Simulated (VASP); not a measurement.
# ZrBrCl in VASP: density of states with PBE

Aim: the density of states of ZrBrCl with PBE.

Everything below comes from runs of VASP 6.6.1. Logs are shortened: lines on timing, memory, paths and dates and some standing lists are left out, and cuts for length are marked.

### 1 The cell of the first run

The cell holds a sheet with vacuum, 3 atoms: a = 3.420 Å, b = 3.420 Å, c = 31.193 Å, α = 90.00°, β = 90.00°, γ = 120.00°.

### 2 Density of states, PBE

POSCAR

```
ZrBrCl
1.0
    3.4199455799      0.0000002400      0.0000000000
   -1.7099729978      2.9617596318      0.0000000000
    0.0000000000      0.0000000000     31.1927135339
Zr Br Cl
1 1 1
Direct
    0.0000000000      0.0000000000      0.2695405498
    0.6666666667      0.3333333333      0.3315894148
    0.3333333333      0.6666666667      0.2129063003
```

INCAR.step1

```
PREC = Accurate
ENCUT = 520
EDIFF = 1E-6
ISMEAR = 0
SIGMA = 0.1
LREAL = F
LASPH = T
NELM = 100
ALGO = Normal
ISIF = 2
LWAVE = F
LCHARG = T
LMAXMIX = 4
LDIPOL = T
IDIPOL = 3
DIPOL = 0.5 0.5 0.271
GGA = PE
NBANDS = 20
```

KPOINTS.step1

```
regular mesh
0
Gamma
  18 18 1
```

INCAR.step2

```
PREC = Accurate
ENCUT = 520
EDIFF = 1E-6
ISMEAR = -5
SIGMA = 0.1
LREAL = F
LASPH = T
NELM = 100
ALGO = Normal
ISIF = 2
LWAVE = F
LCHARG = F
LMAXMIX = 4
LDIPOL = T
IDIPOL = 3
DIPOL = 0.5 0.5 0.271
GGA = PE
LORBIT = 11
NBANDS = 20
NEDOS = 1001
ICHARG = 11
```

KPOINTS.step2

```
regular mesh
0
Gamma
  27 27 1
```

Potentials or basis: VASP PAW PBE potentials, release 64 (Zr_sv, Br, Cl).

Launch:

```sh
cat potpaw_PBE.64/Zr_sv/POTCAR potpaw_PBE.64/Br/POTCAR potpaw_PBE.64/Cl/POTCAR > POTCAR
cp INCAR.step1 INCAR
cp KPOINTS.step1 KPOINTS
mpirun -np 1 vasp_std > vasp.out
cp INCAR.step2 INCAR
cp KPOINTS.step2 KPOINTS
mpirun -np 1 vasp_std > vasp.out
```

OUTCAR:

```text
PREC = Accurate
   ENCUT = 520
   EDIFF = 1E-6
   ISMEAR = -5
   LREAL = F
   LASPH = T
   NELM = 100
   ISIF = 2
   GGA = PE
   LORBIT = 11
   ICHARG = 11

 ion  position               nearest neighbor table
   1  0.000  0.000  0.270-   3 2.65   3 2.65   3 2.65   2 2.76   2 2.76   2 2.76
   2  0.667  0.333  0.332-   1 2.76   1 2.76   1 2.76
   3  0.333  0.667  0.213-   1 2.65   1 2.65   1 2.65

  LATTYP: Found a hexagonal cell.
 ALAT       =     3.4199455799
 C/A-ratio  =     9.1208216052

  Lattice vectors:

 A1 = (   3.4199455799,   0.0000002400,   0.0000000000)
 A2 = (  -1.7099729978,   2.9617596318,   0.0000000000)
 A3 = (   0.0000000000,   0.0000000000,  31.1927135339)

Analysis of symmetry for initial positions (statically):
=====================================================================
 Subroutine PRICEL returns:
 Original cell was already a primitive cell.

 Routine SETGRP: Setting up the symmetry group for a
 hexagonal supercell.

 Subroutine GETGRP returns: Found  6 space group operations
 (whereof  6 operations were pure point group operations)
 out of a pool of 24 trial point group operations.

The static configuration has the point symmetry C_3v.

Analysis of symmetry for dynamics (positions and initial velocities):
=====================================================================
 Subroutine PRICEL returns:
 Original cell was already a primitive cell.

 Routine SETGRP: Setting up the symmetry group for a
 hexagonal supercell.

 Subroutine GETGRP returns: Found  6 space group operations
 (whereof  6 operations were pure point group operations)
 out of a pool of 24 trial point group operations.

The dynamic configuration has the point symmetry C_3v.

 Subroutine INISYM returns: Found  6 space group operations
 (whereof  6 operations are pure point group operations),
 and found     1 'primitive' translations

----------------------------------------------------------------------------------------

                                     Primitive cell

  volume of cell :     315.9528

  direct lattice vectors                    reciprocal lattice vectors
     3.419945580  0.000000240  0.000000000     0.292402302  0.168818575  0.000000000
    -1.709972998  2.961759632  0.000000000    -0.000000024  0.337637109  0.000000000
     0.000000000  0.000000000 31.192713534     0.000000000  0.000000000  0.032058769

  length of vectors
[... 97 lines left out ...]
   NELECT =      26.0000    total number of electrons
   NUPDOWN=      -1.0000    fix difference up-down
   EMIN   =  10.00;   EMAX   =-10.00  energy-range for DOS
   EFERMI =   0.00;   METHOD = LEGACY
   ISMEAR =    -5;   SIGMA  =   0.10  broadening in eV -4-tet -1-fermi 0-gaus
   EFERMI_NEDOS =   21; number of points for ismear=-14 and -15
   IALGO  =     38    algorithm
   IMIX   =      4    mixing-type and parameters
     AMIX     =   0.40;   BMIX     =  1.00
     AMIX_MAG =   1.60;   BMIX_MAG =  1.00
  volume/ion in A,a.u.               =     105.32       710.72
  Fermi-wavevector in a.u.,A,eV,Ry     =   0.712074  1.345625  6.898829  0.507050
  Thomas-Fermi vector in A             =   1.799354
   LORBIT       =     11    0 simple, 1 ext, 2 COOP (PROOUT), +10 PAW based schemes
   GGA     = PE    functional components
   LHFCALC =     F    Hartree Fock is set to
   AEXX    =    0.0000 exact exchange contribution
   IVDW    =     0    specifies the selected vdW correction
   LEPSILON=     F    determine dielectric tensor
   LRPA    =     F    only Hartree local field effects (RPA)
 non-spin polarized calculation
 Fermi weights with tetrahedron method with Bloechl corrections
  energy-cutoff  :      520.00
  volume of cell :      315.95
 maximum number of plane-waves:      8567
 NGX is ok and might be reduce to    28

 number of electron      26.0000000 magnetization

 dipolmoment           0.000000      0.000000     -0.020060 electrons x Angstroem

 Free energy of the ion-electron system (eV)
  ---------------------------------------------------
  ext. energy  EPLUGINS =         0.00000000
  ---------------------------------------------------
  free energy    TOTEN  =       -16.13304802 eV

  energy without entropy =      -16.13304802  energy(sigma->0) =      -16.13304802

 E-fermi :  -1.7844     XC(G=0):  -2.4703

 val. band max:       -1.8156325218   @ k =   0.3333   0.2593   0.0000
 cond. band min:      -1.7532552243   @ k =   0.1111   0.1111   0.0000
 fundamental gap:      0.0623772975
 Fermi energy:        -1.7844443172

 k-point     1 :       0.0000    0.0000    0.0000
  band No.  band energies     occupation
      1     -51.5711      2.00000
      2     -29.7344      2.00000
      3     -29.4116      2.00000
      4     -29.4116      2.00000
      5     -19.2080      2.00000
      6     -18.7482      2.00000
[... 541 lines left out ...]
     19       3.6689      0.00000
     20       4.1447      0.00000

 [... further k-points ...]

------------------------ aborting loop because EDIFF is reached ----------------------------------------

 vacuum level on the upper side and lower side of the slab       (xc-potential included)        -0.182         0.170

  FORCE on cell =-STRESS in cart. coord.  units (eV):
  Direction    XX          YY          ZZ          XY          YZ          ZX
  --------------------------------------------------------------------------------------
  -------------------------------------------------------------------------------------
  Total       -0.0289817     -0.0289817      0.0181777      0.0000000     -0.0000000      0.0000000
  in kB       -0.1469644     -0.1469644      0.0921779      0.0000000     -0.0000000      0.0000000
  external PRESSURE =      -0.0672503 kB  Pullay stress =       0.0000000 kB

 VOLUME and BASIS-vectors are now :
 -----------------------------------------------------------------------------
  energy-cutoff  :      520.00
  volume of cell :      315.95
      direct lattice vectors                 reciprocal lattice vectors
     3.419945580  0.000000240  0.000000000     0.292402302  0.168818575  0.000000000
    -1.709972998  2.961759632  0.000000000    -0.000000024  0.337637109  0.000000000
     0.000000000  0.000000000 31.192713534     0.000000000  0.000000000  0.032058769

 POSITION                                       TOTAL-FORCE (eV/Angst)
 -----------------------------------------------------------------------------------
      0.00000      0.00000      8.40770         0.000000     -0.000000     -0.008094
      1.70997      0.98725     10.34317        -0.000000      0.000000      0.018200
     -0.00000      1.97451      6.64113        -0.000000     -0.000000     -0.010107
 -----------------------------------------------------------------------------------
    total drift:                                0.000131     -0.000076     -0.000346

  FREE ENERGIE OF THE ION-ELECTRON SYSTEM (eV)
  ---------------------------------------------------
  free  energy   TOTEN  =       -16.1330480205 eV

  energy  without entropy=      -16.1330480205  energy(sigma->0) =      -16.13304802

 vacuum level on the upper side and lower side of the slab         2.108         2.467

 total charge

# of ion       s       p       d       tot
------------------------------------------
    1        2.125   5.959   1.673   9.758
    2        1.616   3.251   0.039   4.906
    3        1.601   3.521   0.000   5.122
--------------------------------------------------
tot          5.342  12.732   1.712  19.786
```

OSZICAR.step1:

```text
N       E                     dE             d eps       ncg     rms          rms(c)
DAV:   1     0.201625637153E+03    0.20163E+03   -0.10915E+04  1888   0.963E+02
DAV:   2     0.101225244296E+02   -0.19150E+03   -0.18664E+03  2044   0.221E+02
DAV:   3    -0.159730958679E+02   -0.26096E+02   -0.25940E+02  2548   0.737E+01
[... 14 lines left out ...]
DAV:  18    -0.161366966380E+02   -0.26432E-04   -0.43455E-07  1628   0.238E-03    0.807E-04
DAV:  19    -0.161367101192E+02   -0.13481E-04   -0.28245E-07  1528   0.142E-03    0.537E-04
DAV:  20    -0.161367142823E+02   -0.41631E-05   -0.17699E-07  1588   0.918E-04    0.359E-04
DAV:  21    -0.161367178763E+02   -0.35941E-05   -0.11686E-07  1480   0.728E-04    0.281E-04
DAV:  22    -0.161367184183E+02   -0.54195E-06   -0.87073E-09  1420   0.279E-04
   1 F= -.16136718E+02 E0= -.16133996E+02  d E =-.544494E-02
```

It took 11 min on 1 thread of AMD EPYC 7R43 (Zen 3), shared host; peak memory 0.75 GiB.

Results:

| Property | Result |
| --- | --- |
| Valence electrons inside the program's atomic spheres | Zr 9.76; Br 4.91; Cl 5.12 |

Caveat: tetrahedron occupations give inexact forces and stress in metals.
